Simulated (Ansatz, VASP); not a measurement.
**LiCl: VASP beside Ansatz**

```
CELL_PARAMETERS angstrom
4.03750 0.00000 0.00000
2.01789 3.49942 0.00000
0.80641 0.00219 16.15211
ATOMIC_POSITIONS crystal
Li 0.99133 0.16561 0.80927
Li 0.31522 0.16776 0.32287
Li 0.00867 0.83439 0.19073
Li 0.68478 0.83224 0.67713
Cl 0.34623 0.16794 0.16919
Cl 0.02179 0.16565 0.65539
Cl 0.65377 0.83206 0.83081
Cl 0.97821 0.83435 0.34461
```

Change from the starting cell: the structure that the rattled cell fell into.

Alike in both runs: task single point; functional PBE; k mesh 6 × 6 × 1; occupations gaussian, width 0.1 eV; no spin polarisation.

```csv
,VASP,Ansatz
version,VASP 6.6.1,Ansatz 0.2.0
potentials or method,"VASP PAW PBE potentials, release 64 (Li_sv, Cl), cutoff 520 eV","scalar-relativistic, plane waves, PAW"
valence electrons in the cell,40,40
```

|  | VASP | Ansatz | Ansatz less VASP |
| --- | --- | --- | --- |
| gap on the k mesh at the Fermi level (eV) | 5.80 | 5.80 | -0.004 |
| least direct gap on the mesh (eV) | 5.87 | 5.87 | -0.004 |
| rms of the force components (eV/Å) | 0.004 | 0.004 | +0.0002 |

Atom by atom the forces differ by 0.001 eV/Å (rms over components). With one functional, cell and mesh, what is left measures potentials, basis and numerics.

Noted on VASP's run: the cutoff is under 1.25 times that of the potentials, so the pressure is a little rough.
